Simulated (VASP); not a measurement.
# KAsP2S7 (C2) in VASP: single point with r2SCAN

Aim: the single point of KAsP2S7 with r2SCAN.

Everything below comes from runs of VASP 6.6.1. Logs are shortened: lines on timing, memory, paths and dates and some standing lists are left out, and cuts for length are marked.

## 1. The cell of the first run

The structure is monoclinic, space group C2 (No. 5). The conventional cell has a = 8.692 Å, b = 10.185 Å, c = 6.416 Å, α = 90.00°, β = 97.75°, γ = 90.00°. As (site symmetry 2) has 6 S at 2.46 to 2.76 Å and 2 P at 3.12 Å within 3.2 Å. Within 4.4 Å of K (site symmetry 2) lie 12 S at 3.36 to 4.30 Å and 4 P at 4.22 to 4.23 Å. Within 2.6 Å of P (site symmetry 1) lie 4 S at 1.99 to 2.15 Å. S (site symmetry 1) has 1 P at 1.99 Å within 2.6 Å. Within 2.7 Å of S (site symmetry 1) lie 1 P at 2.05 Å and 1 As at 2.46 Å. Within 2.7 Å of S (site symmetry 1) lie 1 P at 2.03 Å and 1 As at 2.54 Å. Within 2.8 Å of S (site symmetry 2) lie 2 P at 2.15 Å.

## 2. Single point, r2SCAN

Contents of POSCAR:

```
KAsP2S7
1.0
    4.3459465052      5.0926754301      0.0096527037
    4.3459465052     -5.0926754301      0.0096527037
    0.8795114854      0.0000000000     -6.3551207895
As K P S
1 1 2 7
Direct
    0.4887258469      0.5112741531      0.0000000000
    0.1040407302      0.8959592698      0.5000000000
    0.0453812158      0.3534593808      0.9042591472
    0.6465406192      0.9546187842      0.0957408528
    0.8335458954      0.4635707916      0.7530019263
    0.5364292084      0.1664541046      0.2469980737
    0.5136800680      0.8616240517      0.8365856202
    0.1383759483      0.4863199320      0.1634143798
    0.3013527315      0.3595966827      0.7077345021
    0.6404033173      0.6986472685      0.2922654979
    0.9671244191      0.0328755809      0.0000000000
```

Contents of INCAR.step1:

```
  PREC = Accurate
  ENCUT = 560
  ISMEAR = -1
  SIGMA = 0.0483
  LREAL = F
  LASPH = T
  NELM = 120
  NBANDS = 49
  GGA = PE
  ALGO = Normal
  EDIFF = 1E-5
  LWAVE = T
  LCHARG = F
  GGA_COMPAT = F
```

Contents of INCAR.step2:

```
  PREC = Accurate
  ENCUT = 560
  EDIFF = 1E-6
  ISMEAR = -1
  SIGMA = 0.0483
  LREAL = F
  LASPH = T
  NELM = 120
  ALGO = Normal
  ISIF = 2
  LWAVE = F
  LCHARG = T
  METAGGA = R2SCAN
  LMIXTAU = T
  LELF = T
  LVHAR = T
  NBANDS = 49
  ISTART = 1
  GGA_COMPAT = F
```

Contents of KPOINTS:

```
regular mesh
0
Gamma
  3 3 4
```

Potentials or basis: VASP PAW PBE potentials, release 64 (As_d, K_sv, P, S).

Started as:

```console
$ cat potpaw_PBE.64/As_d/POTCAR potpaw_PBE.64/K_sv/POTCAR potpaw_PBE.64/P/POTCAR potpaw_PBE.64/S/POTCAR > POTCAR
$ cp INCAR.step1 INCAR
$ mpirun -np 1 vasp_std > vasp.out
$ cp INCAR.step2 INCAR
$ mpirun -np 1 vasp_std > vasp.out
```

OUTCAR:

```text
PREC = Accurate
   ENCUT = 560
   EDIFF = 1E-6
   ISMEAR = -1
   LREAL = F
   LASPH = T
   NELM = 120
   ISIF = 2
   METAGGA = R2SCAN
   ISTART = 1

 ion  position               nearest neighbor table
   1  0.489  0.511  0.000-   7 2.46   8 2.46   9 2.54  10 2.54   5 2.76   6 2.76
   2  0.104  0.896  0.500-
   3  0.045  0.353  0.904-   5 1.99   9 2.03   8 2.05  11 2.15
   4  0.647  0.955  0.096-   6 1.99  10 2.03   7 2.05  11 2.15
   5  0.834  0.464  0.753-   3 1.99   1 2.76
   6  0.536  0.166  0.247-   4 1.99   1 2.76
   7  0.514  0.862  0.837-   4 2.05   1 2.46
   8  0.138  0.486  0.163-   3 2.05   1 2.46
   9  0.301  0.360  0.708-   3 2.03   1 2.54
  10  0.640  0.699  0.292-   4 2.03   1 2.54
  11  0.967  0.033  0.000-   3 2.15   4 2.15

  LATTYP: Found a base centered monoclinic cell.
 ALAT       =     8.6919144498
 B/A-ratio  =     1.1718190416
 C/A-ratio  =     0.7381218249
 COS(beta)  =    -0.1348871079

  Lattice vectors:

 A1 = (  -4.3459465052,  -5.0926754301,  -0.0096527037)
 A2 = (  -4.3459465052,   5.0926754301,  -0.0096527037)
 A3 = (   0.8795114854,   0.0000000000,  -6.3551207895)

Analysis of symmetry for initial positions (statically):
=====================================================================
 Subroutine PRICEL returns:
 Original cell was already a primitive cell.

 Routine SETGRP: Setting up the symmetry group for a
 base centered monoclinic supercell.

 Subroutine GETGRP returns: Found  2 space group operations
 (whereof  2 operations were pure point group operations)
 out of a pool of  4 trial point group operations.

The static configuration has the point symmetry C_2 .

Analysis of symmetry for dynamics (positions and initial velocities):
=====================================================================
 Subroutine PRICEL returns:
 Original cell was already a primitive cell.

 Routine SETGRP: Setting up the symmetry group for a
 base centered monoclinic supercell.

 Subroutine GETGRP returns: Found  2 space group operations
 (whereof  2 operations were pure point group operations)
 out of a pool of  4 trial point group operations.

The dynamic configuration has the point symmetry C_2 .

 Subroutine INISYM returns: Found  2 space group operations
 (whereof  2 operations are pure point group operations),
 and found     1 'primitive' translations

----------------------------------------------------------------------------------------

                                     Primitive cell

  volume of cell :     281.3958

  direct lattice vectors                    reciprocal lattice vectors
     4.345946505  5.092675430  0.009652704     0.115014383  0.098180221  0.015917317
     4.345946505 -5.092675430  0.009652704     0.115014383 -0.098180221  0.015917317
     0.879511485  0.000000000 -6.355120789     0.000349387  0.000000000 -0.157305068

  length of vectors
     6.694974775  6.694974775  6.415691756     0.152055993  0.152055993  0.157305456

  position of ions in fractional coordinates (direct lattice)
     0.488725847  0.511274153  0.000000000
     0.104040730  0.895959270  0.500000000
     0.045381216  0.353459381  0.904259147
     0.646540619  0.954618784  0.095740853
     0.833545895  0.463570792  0.753001926
     0.536429208  0.166454105  0.246998074
     0.513680068  0.861624052  0.836585620
     0.138375948  0.486319932  0.163414380
     0.301352732  0.359596683  0.707734502
     0.640403317  0.698647268  0.292265498
     0.967124419  0.032875581  0.000000000

  ion indices of the primitive-cell ions
   primitive index   ion index
                 1           1
                 2           2
                 3           3
                 4           4
                 5           5
                 6           6
                 7           7
                 8           8
                 9           9
                10          10
                11          11

----------------------------------------------------------------------------------------

 KPOINTS: regular mesh

Automatic generation of k-mesh.
 Grid dimensions read from file:
 generate k-points for:    3    3    4

 Generating k-lattice:

  Cartesian coordinates                     Fractional coordinates (reciprocal lattice)
     0.038338128  0.032726740  0.005305772     0.333333333  0.000000000  0.000000000
     0.038338128 -0.032726740  0.005305772     0.000000000  0.333333333  0.000000000
     0.000087347  0.000000000 -0.039326267     0.000000000  0.000000000  0.250000000

  Length of vectors
     0.050685331  0.050685331  0.039326364

  Shift w.r.t. Gamma in fractional coordinates (k-lattice)
     0.000000000  0.000000000  0.000000000

 Subroutine IBZKPT returns following result:
 ===========================================

 Found     14 irreducible k-points:

 Following reciprocal coordinates:
            Coordinates               Weight
  0.000000  0.000000  0.000000      1.000000
  0.333333 -0.000000  0.000000      4.000000
  0.333333  0.333333  0.000000      2.000000
 -0.333333  0.333333  0.000000      2.000000
  0.000000  0.000000  0.250000      2.000000
  0.333333 -0.000000  0.250000      4.000000
 -0.333333 -0.000000  0.250000      4.000000
  0.333333  0.333333  0.250000      2.000000
 -0.333333  0.333333  0.250000      4.000000
 -0.333333 -0.333333  0.250000      2.000000
  0.000000  0.000000  0.500000      1.000000
  0.333333  0.000000  0.500000      4.000000
  0.333333  0.333333  0.500000      2.000000
 -0.333333  0.333333  0.500000      2.000000
   k-points           NKPTS =     14   k-points in BZ     NKDIM =     14   number of bands    NBANDS=     49
   number of dos      NEDOS =    301   number of ions     NIONS =     11
   total plane-waves  NPLWV = 145800
   dimension x,y,z NGX =    54 NGY =   54 NGZ =   50
   dimension x,y,z NGXF=   108 NGYF=  108 NGZF=  100
   ions per type =               1   1   2   7
   NGX,Y,Z   is equivalent  to a cutoff of  13.41, 13.41, 12.96 a.u.
   NGXF,Y,Z  is equivalent  to a cutoff of  26.82, 26.82, 25.91 a.u.
 SYSTEM =  unknown system
   PREC   = accura    normal or accurate (medium, high low for compatibility)
   ISTART =      1    job   : 0-new  1-cont  2-samecut
   ICHARG =      0    charge: 1-file 2-atom 10-const
   ISPIN  =      1    spin polarized calculation?
   LNONCOLLINEAR =      F non collinear calculations
   LSORBIT =      F    spin-orbit coupling
   LASPH  =      T    aspherical Exc in radial PAW
   ENCUT  =  560.0 eV  41.16 Ry    6.42 a.u.  12.92 12.92 12.38*2*pi/ulx,y,z
   NELM   =    120;   NELMIN=  2; NELMDL=  0     # of ELM steps
   EDIFF  = 0.1E-05   stopping-criterion for ELM
   LREAL  =      F    real-space projection
   EDIFFG = 0.1E-04   stopping-criterion for IOM
   NSW    =      0    number of steps for IOM
   IBRION =     -1    ionic relax: 0-MD 1-quasi-New 2-CG
   NFREE  =      0    steps in history (QN), initial steepest desc. (CG)
   ISIF   =      2    stress and relaxation
   ISYM   =      2    0-nonsym 1-usesym 2-fastsym
   POTIM  = 0.5000    time-step for ionic-motion
   TEBEG  =    0.0;   TEEND  =   0.0 temperature during run
   PSTRESS=    0.0 pullay stress
   NELECT =      76.0000    total number of electrons
   NUPDOWN=      -1.0000    fix difference up-down
   EMIN   =  10.00;   EMAX   =-10.00  energy-range for DOS
   EFERMI =   0.00;   METHOD = LEGACY
   ISMEAR =    -1;   SIGMA  =   0.05  broadening in eV -4-tet -1-fermi 0-gaus
   EFERMI_NEDOS =   21; number of points for ismear=-14 and -15
   IALGO  =     38    algorithm
   IMIX   =      4    mixing-type and parameters
     AMIX     =   0.40;   BMIX     =  1.00
     AMIX_MAG =   1.60;   BMIX_MAG =  1.00
  volume/ion in A,a.u.               =      25.58       172.63
  Fermi-wavevector in a.u.,A,eV,Ry     =   1.058214  1.999734 15.236032  1.119817
  Thomas-Fermi vector in A             =   2.193515
   LORBIT       =      0    0 simple, 1 ext, 2 COOP (PROOUT), +10 PAW based schemes
   METAGGA = R2SCAN    functional components
   LHFCALC =     F    Hartree Fock is set to
   AEXX    =    0.0000 exact exchange contribution
   IVDW    =     0    specifies the selected vdW correction
   LEPSILON=     F    determine dielectric tensor
   LRPA    =     F    only Hartree local field effects (RPA)
 non-spin polarized calculation
  energy-cutoff  :      560.00
  volume of cell :      281.40
 maximum number of plane-waves:      8497
 NGX is ok and might be reduce to    54
   NGX = 25   NGY = 25   NGZ = 25

 number of electron      75.9999996 magnetization

 Free energy of the ion-electron system (eV)
  ---------------------------------------------------
  ext. energy  EPLUGINS =         0.00000000
  ---------------------------------------------------
  free energy    TOTEN  =      -100.11950680 eV

  energy without entropy =     -100.11950680  energy(sigma->0) =     -100.11950680

 E-fermi :   2.8816     XC(G=0):  -8.8192

 val. band max:        1.7311147612   @ k =  -0.3333  -0.3333   0.2500
 cond. band min:       4.2148324038   @ k =   0.0000   0.0000   0.0000
 fundamental gap:      2.4837176426
 Fermi energy:         2.8816422788

 k-point     1 :       0.0000    0.0000    0.0000
  band No.  band energies     occupation
      1     -35.0728      2.00000
      2     -35.0690      2.00000
      3     -35.0664      2.00000
      4     -35.0546      2.00000
      5     -35.0506      2.00000
      6     -29.0359      2.00000
[... 41 lines left out ...]
     48       7.5532      0.00000
     49       7.6251      0.00000

 k-point     2 :       0.3333   -0.0000    0.0000
  band No.  band energies     occupation
      1     -35.0728      2.00000
      2     -35.0690      2.00000
      3     -35.0664      2.00000
      4     -35.0546      2.00000
      5     -35.0506      2.00000
      6     -29.0359      2.00000
[... 616 lines left out ...]
 k-point    14 :      -0.3333    0.3333    0.5000
  band No.  band energies     occupation
      1     -35.0728      2.00000
      2     -35.0690      2.00000
      3     -35.0664      2.00000
      4     -35.0546      2.00000
      5     -35.0506      2.00000
      6     -29.0359      2.00000
[... 41 lines left out ...]
     48       7.1586      0.00000
     49       7.3940      0.00000

------------------------ aborting loop because EDIFF is reached ----------------------------------------

  FORCE on cell =-STRESS in cart. coord.  units (eV):
  Direction    XX          YY          ZZ          XY          YZ          ZX
  --------------------------------------------------------------------------------------
  -------------------------------------------------------------------------------------
  Total       -0.5759082     -0.7189739     -0.6411546      0.0000000      0.0000000      0.0781194
  in kB       -3.2790359     -4.0936059     -3.6505280      0.0000000      0.0000000      0.4447867
  external PRESSURE =      -3.6743899 kB  Pullay stress =       0.0000000 kB

 VOLUME and BASIS-vectors are now :
 -----------------------------------------------------------------------------
  energy-cutoff  :      560.00
  volume of cell :      281.40
      direct lattice vectors                 reciprocal lattice vectors
     4.345946505  5.092675430  0.009652704     0.115014383  0.098180221  0.015917317
     4.345946505 -5.092675430  0.009652704     0.115014383 -0.098180221  0.015917317
     0.879511485  0.000000000 -6.355120789     0.000349387  0.000000000 -0.157305068

 POSITION                                       TOTAL-FORCE (eV/Angst)
 -----------------------------------------------------------------------------------
      4.34595     -0.11483      0.00965        -0.000000      0.000693     -0.000000
      4.78570     -4.03298     -3.16791        -0.000000      0.002734     -0.000000
      2.52865     -1.56894     -5.74283         0.023279     -0.008613      0.031405
      7.04276     -1.56894     -0.59299        -0.023279     -0.008613     -0.031405
      6.29947      1.88416     -4.77290         0.031393      0.098717     -0.063272
      3.27193      1.88416     -1.56292        -0.031393      0.098717      0.063272
      6.71278     -1.77197     -5.30333         0.056583      0.015313     -0.082469
      2.85862     -1.77197     -1.03249        -0.056583      0.015313      0.082469
      3.49491     -0.29662     -4.49136        -0.050489     -0.068683     -0.075050
      6.07649     -0.29662     -1.84446         0.050489     -0.068683      0.075050
      4.34595      4.75783      0.00965         0.000000     -0.076895      0.000000
 -----------------------------------------------------------------------------------
    total drift:                                0.000000     -0.000287      0.000000

  FREE ENERGIE OF THE ION-ELECTRON SYSTEM (eV)
  ---------------------------------------------------
  free  energy   TOTEN  =      -100.1195068045 eV

  energy  without entropy=     -100.1195068045  energy(sigma->0) =     -100.11950680
```

Run time: 16 min. Hardware: 1 thread of Intel Xeon Platinum 8259CL at 2.50GHz (Skylake/Cascade Lake), shared host; peak memory 0.51 GiB.

What came out:

```yaml
Free_energy: -100.1195 eV
Pressure: -0.4 GPa
Largest_force: 0.121 eV/Å
Band_gap_on_the_k_mesh: 2.48 eV (least direct gap 2.62 eV)
```

Forces on the atoms (eV/Å):
```
As   0.000  0.001  0.000
K    0.000  0.003  0.000
P    0.023 -0.009  0.031
P   -0.023 -0.009 -0.031
S    0.031  0.099 -0.063
S   -0.031  0.099  0.063
S    0.057  0.015 -0.082
S   -0.057  0.015  0.082
S   -0.050 -0.069 -0.075
S    0.050 -0.069  0.075
S    0.000 -0.077  0.000
```

Levels at points of the mesh, in eV from the valence-band top:
```csv
k point,band 36,band 37,band 38,band 39,band 40,band 41
"(0.00, 0.00, 0.00)",-0.57,-0.55,-0.34,2.48,2.64,3.13
"(0.00, 0.00, 0.50)",-0.79,-0.51,-0.34,2.64,2.86,2.91
```

Caveat: the PAW data sets were made with another functional, which shifts forces and pressure a little.
